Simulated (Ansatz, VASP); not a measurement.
**Two plane-wave programs on H**

```xyz
1
Lattice="0.0000 1.7718 1.7718 1.7718 0.0000 1.7718 1.7718 1.7718 0.0000" Properties=species:S:1:pos:R:3 pbc="T T T"
H     0.0000    0.0000    0.0000
```

Alike in both runs: task relaxation of cell and atoms; functional PBE; k mesh 20 × 20 × 20; occupations fermi-dirac, width 0.05 eV; no spin polarisation.

|  | VASP | Ansatz |
| --- | --- | --- |
| version | VASP 6.6.1 | Ansatz 0.2.0 |
| potentials or method | VASP PAW PBE potentials, release 64 (H) | PAW with Ansatz's default frozen-core files, scalar-relativistic |
| plane-wave cutoff (eV) | 600 | 420 |
| valence electrons in the cell | 1 | 1 |

Ansatz gave:

- relaxed volume (Å³/atom): 2.98
- relaxed cell length with the largest relative difference (Å): 1.615

Q: Which values does VASP return?

A: Relaxed volume (Å³/atom): 2.97; relaxed cell length with the largest relative difference (Å): 1.614.

Noted on VASP's run: the volume moved by over 15 % at a fixed basis, so the end points are rough.
